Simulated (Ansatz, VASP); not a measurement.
## GeSb4Te7 in VASP and in Ansatz

```
Ge Sb Te
1.0
     4.28930    0.00000    0.00000
    -2.14465    3.71464    0.00000
     0.00000    0.00000   24.63778
Ge Sb Te
1 4 7
Direct
  0.00000 0.00000 0.50000
  0.66667 0.33333 0.91890
  0.33333 0.66667 0.34975
  0.33333 0.66667 0.08110
  0.66667 0.33333 0.65025
  0.33333 0.66667 0.84973
  0.66667 0.33333 0.15027
  0.00000 0.00000 0.71898
  0.66667 0.33333 0.43139
  0.33333 0.66667 0.56861
  0.00000 0.00000 0.00000
  0.00000 0.00000 0.28102
```

Alike in both runs: task single point; functional PBE; k mesh 12 × 12 × 2; occupations gaussian, width 0.05 eV; no spin polarisation.

|  | VASP | Ansatz |
| --- | --- | --- |
| version | VASP 6.6.1 | Ansatz 0.2.0 |
| potentials or method | VASP PAW PBE potentials, release 64 (Ge_d, Sb, Te), cutoff 520 eV | scalar-relativistic, plane waves, PAW |
| valence electrons in the cell | 76 | 186 |

|  | VASP | Ansatz | Ansatz less VASP |
| --- | --- | --- | --- |
| gap on the k mesh at the Fermi level (eV) | 0.40 | 0.41 | +0.007 |
| pressure (GPa) | 0.8 | 0.8 | +0.01 |
| traceless stress, the component that is largest in VASP (GPa) | -0.09 | -0.10 | -0.011 |
| rms of the force components (eV/Å) | 0.051 | 0.043 | -0.0084 |

Atom by atom the forces differ by 0.010 eV/Å (rms over components). With one functional, cell and mesh, what is left measures potentials, basis and numerics. VASP's potentials hold 76 valence electrons a cell and Ansatz's 186, so a difference there can come from the potentials and not from the codes.

Spin-orbit coupling is off throughout.
